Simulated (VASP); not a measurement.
# Y (P6_3/mmc) in VASP: single point with PBEsol

Aim: the single point of Y with PBEsol.

Program: VASP 6.6.1. These are calculated values, not measurements. Logs are shortened: lines on timing, memory, paths and dates and some standing lists are left out, and cuts for length are marked.

### 1 The cell of the first run

Symmetry: P6_3/mmc, No. 194, hexagonal system. Conventional cell: a = 3.598 Å, b = 3.598 Å, c = 5.585 Å, α = 90.00°, β = 90.00°, γ = 120.00°. Y (site symmetry -6m2) has 12 Y at 3.48 to 3.60 Å within 4.6 Å.

### 2 Single point, PBEsol

INCAR reads:

```
PREC     = Accurate       # precision mode
ENCUT    = 520            # plane-wave cutoff, eV
EDIFF    = 1E-7           # SCF threshold, eV
ISMEAR   = 0              # smearing method
SIGMA    = 0.1            # smearing width, eV
LREAL    = F              # projectors in reciprocal space
LASPH    = T              # aspherical terms in the spheres
NELM     = 60             # most SCF steps
ALGO     = Fast           # electronic algorithm
ISIF     = 2              # what is computed and relaxed
LWAVE    = F              # write WAVECAR
LCHARG   = T              # write CHGCAR
GGA      = PS             # functional
LELF     = T              # ELF
LVHAR    = T            
NBANDS   = 18             # bands
```

KPOINTS reads:

```
Automatic mesh
0
Gamma
  15 15 8
```

POSCAR reads:

```
Y
1.0
    3.5978211074      0.0000000000      0.0000000000
   -1.7989105537      3.1158044773      0.0000000000
    0.0000000000      0.0000000000      5.5845827601
Y
2
Direct
    0.3333333333      0.6666666667      0.2500000000
    0.6666666667      0.3333333333      0.7500000000
```

Potentials or basis: VASP PAW PBE potentials, release 64 (Y_sv).

Started as:

```console
$ cat potpaw_PBE.64/Y_sv/POTCAR > POTCAR
$ mpirun -np 1 vasp_std > vasp.out
```

OUTCAR:

```text
PREC = Accurate
   ENCUT = 520
   EDIFF = 1E-7
   ISMEAR = 0
   LREAL = F
   LASPH = T
   NELM = 60
   ISIF = 2
   GGA = PS

 ion  position               nearest neighbor table
   1  0.333  0.667  0.250-   2 3.48   2 3.48   2 3.48   2 3.48   2 3.48   2 3.48
   2  0.667  0.333  0.750-   1 3.48   1 3.48   1 3.48   1 3.48   1 3.48   1 3.48

  LATTYP: Found a hexagonal cell.
 ALAT       =     3.5978211074
 C/A-ratio  =     1.5522124623

  Lattice vectors:

 A1 = (   3.5978211074,   0.0000000000,   0.0000000000)
 A2 = (  -1.7989105537,   3.1158044773,   0.0000000000)
 A3 = (   0.0000000000,   0.0000000000,   5.5845827601)

Analysis of symmetry for initial positions (statically):
=====================================================================
 Subroutine PRICEL returns:
 Original cell was already a primitive cell.

 Routine SETGRP: Setting up the symmetry group for a
 hexagonal supercell.

 Subroutine GETGRP returns: Found 24 space group operations
 (whereof 12 operations were pure point group operations)
 out of a pool of 24 trial point group operations.

The static configuration has the point symmetry D_3d.
 The point group associated with its full space group is D_6h.

Analysis of symmetry for dynamics (positions and initial velocities):
=====================================================================
 Subroutine PRICEL returns:
 Original cell was already a primitive cell.

 Routine SETGRP: Setting up the symmetry group for a
 hexagonal supercell.

 Subroutine GETGRP returns: Found 24 space group operations
 (whereof 12 operations were pure point group operations)
 out of a pool of 24 trial point group operations.

The dynamic configuration has the point symmetry D_3d.
 The point group associated with its full space group is D_6h.

 Subroutine INISYM returns: Found 24 space group operations
 (whereof 12 operations are pure point group operations),
 and found     1 'primitive' translations

----------------------------------------------------------------------------------------

                                     Primitive cell

  volume of cell :      62.6038

  direct lattice vectors                    reciprocal lattice vectors
     3.597821107  0.000000000  0.000000000     0.277946004  0.160472200  0.000000000
[... 83 lines left out ...]
   LASPH  =      T    aspherical Exc in radial PAW
   ENCUT  =  520.0 eV  38.22 Ry    6.18 a.u.   6.69  6.69 10.38*2*pi/ulx,y,z
   NELM   =     60;   NELMIN=  2; NELMDL= -5     # of ELM steps
   EDIFF  = 0.1E-06   stopping-criterion for ELM
   LREAL  =      F    real-space projection
   EDIFFG = 0.1E-05   stopping-criterion for IOM
   NSW    =      0    number of steps for IOM
   IBRION =     -1    ionic relax: 0-MD 1-quasi-New 2-CG
   NFREE  =      0    steps in history (QN), initial steepest desc. (CG)
   ISIF   =      2    stress and relaxation
   ISYM   =      2    0-nonsym 1-usesym 2-fastsym
   POTIM  = 0.5000    time-step for ionic-motion
   TEBEG  =    0.0;   TEEND  =   0.0 temperature during run
   PSTRESS=    0.0 pullay stress
   NELECT =      22.0000    total number of electrons
   NUPDOWN=      -1.0000    fix difference up-down
   EMIN   =  10.00;   EMAX   =-10.00  energy-range for DOS
   EFERMI =   0.00;   METHOD = LEGACY
   ISMEAR =     0;   SIGMA  =   0.10  broadening in eV -4-tet -1-fermi 0-gaus
   EFERMI_NEDOS =   21; number of points for ismear=-14 and -15
   IALGO  =     68    algorithm
   IMIX   =      4    mixing-type and parameters
     AMIX     =   0.40;   BMIX     =  1.00
     AMIX_MAG =   1.60;   BMIX_MAG =  1.00
  volume/ion in A,a.u.               =      31.30       211.24
  Fermi-wavevector in a.u.,A,eV,Ry     =   1.155267  2.183137 18.158893  1.334641
  Thomas-Fermi vector in A             =   2.291897
   LORBIT       =      0    0 simple, 1 ext, 2 COOP (PROOUT), +10 PAW based schemes
   GGA     = PS    functional components
   LHFCALC =     F    Hartree Fock is set to
   AEXX    =    0.0000 exact exchange contribution
   IVDW    =     0    specifies the selected vdW correction
   LEPSILON=     F    determine dielectric tensor
   LRPA    =     F    only Hartree local field effects (RPA)
 non-spin polarized calculation
 RMM-DIIS sequential band-by-band and
 Gauss-broadening in eV      SIGMA  =   0.10
  energy-cutoff  :      520.00
  volume of cell :       62.60
 maximum number of plane-waves:      1713
 NGX is ok and might be reduce to    28
   NGX = 13   NGY = 13   NGZ = 21

 number of electron      22.0000002 magnetization

 Free energy of the ion-electron system (eV)
  ---------------------------------------------------
  ext. energy  EPLUGINS =         0.00000000
  ---------------------------------------------------
  free energy    TOTEN  =       -13.64758531 eV

  energy without entropy =      -13.63035849  energy(sigma->0) =      -13.63897190

 E-fermi :   3.1164     XC(G=0):  -9.7232

 val. band max:        3.1019467945   @ k =   0.3333   0.2667   0.3750
 cond. band min:       3.1251219883   @ k =   0.2000   0.0000   0.2500
 fundamental gap:      0.0231751938
 Fermi energy:         3.1164195424

 k-point     1 :       0.0000    0.0000    0.0000
  band No.  band energies     occupation
      1     -39.3643      2.00000
      2     -39.2693      2.00000
      3     -19.7335      2.00000
      4     -19.1705      2.00000
      5     -19.1705      2.00000
      6     -19.0599      2.00000
[... 481 lines left out ...]
      5     -19.3851      2.00000
      6     -19.3800      2.00000
[... 10 lines left out ...]
     17       8.2919      0.00000
     18       8.7217      0.00000

 [... further k-points ...]

------------------------ aborting loop because EDIFF is reached ----------------------------------------

  FORCE on cell =-STRESS in cart. coord.  units (eV):
  Direction    XX          YY          ZZ          XY          YZ          ZX
  --------------------------------------------------------------------------------------
  -------------------------------------------------------------------------------------
  Total       -0.0293364     -0.0293364     -0.0610648      0.0000000      0.0000000     -0.0000000
  in kB       -0.7507885     -0.7507885     -1.5627904      0.0000000      0.0000000     -0.0000000
  external PRESSURE =      -1.0214558 kB  Pullay stress =       0.0000000 kB

 VOLUME and BASIS-vectors are now :
 -----------------------------------------------------------------------------
  energy-cutoff  :      520.00
  volume of cell :       62.60
      direct lattice vectors                 reciprocal lattice vectors
     3.597821107  0.000000000  0.000000000     0.277946004  0.160472200  0.000000000
    -1.798910554  3.115804477  0.000000000     0.000000000  0.320944400  0.000000000
     0.000000000  0.000000000  5.584582760     0.000000000  0.000000000  0.179064407

 POSITION                                       TOTAL-FORCE (eV/Angst)
 -----------------------------------------------------------------------------------
     -0.00000      2.07720      1.39615        -0.000000      0.000000      0.000000
      1.79891      1.03860      4.18844         0.000000     -0.000000      0.000000
 -----------------------------------------------------------------------------------
    total drift:                               -0.000000      0.000000     -0.000000

  FREE ENERGIE OF THE ION-ELECTRON SYSTEM (eV)
  ---------------------------------------------------
  free  energy   TOTEN  =       -13.6475853112 eV

  energy  without entropy=      -13.6303584874  energy(sigma->0) =      -13.63897190
```

OSZICAR:

```text
N       E                     dE             d eps       ncg     rms          rms(c)
DAV:   1     0.891221023741E+02    0.89122E+02   -0.11303E+04  4868   0.116E+03
DAV:   2    -0.656600456804E+01   -0.95688E+02   -0.94095E+02  6092   0.261E+02
DAV:   3    -0.138806905090E+02   -0.73147E+01   -0.72484E+01  8422   0.433E+01
DAV:   4    -0.140801761404E+02   -0.19949E+00   -0.19905E+00  6012   0.716E+00
[... 13 lines left out ...]
RMM:  18    -0.136475849242E+02   -0.59613E-06   -0.59098E-06  6763   0.592E-03    0.381E-02
RMM:  19    -0.136475853106E+02   -0.38642E-06   -0.28193E-06  5857   0.397E-03    0.346E-02
RMM:  20    -0.136475852156E+02    0.95054E-07   -0.21667E-06  6919   0.744E-03    0.257E-02
RMM:  21    -0.136475853097E+02   -0.94156E-07   -0.12605E-06  6378   0.582E-03    0.234E-02
RMM:  22    -0.136475853112E+02   -0.14338E-08   -0.51335E-07  4320   0.210E-03
   1 F= -.13647585E+02 E0= -.13638972E+02  d E =-.172268E-01
```

Run time: 1.8 min. Hardware: 1 thread of Intel Xeon 6975P-C (Granite Rapids), shared host; peak memory 0.29 GiB.

What came out:

```
Free energy            : -13.6476 eV
Pressure               : -0.1 GPa
Band gap on the k mesh : zero (bands 11 and 12 overlap by 1.58 eV)
```

Levels at points of the mesh, in eV from the Fermi level:
```csv
k point,band 7,band 8,band 9,band 10,band 11,band 12,band 13,band 14,band 15,band 16
"(0.00, 0.00, 0.00)",-22.18,-22.13,-4.77,-1.93,1.13,1.76,1.76,2.18,2.43,2.43
"(0.00, 0.00, 0.50)",-22.23,-22.23,-3.25,-3.25,1.01,1.01,1.66,1.66,1.66,1.66
```

Caveat: the PAW data sets were made with another functional, which shifts forces and pressure a little.
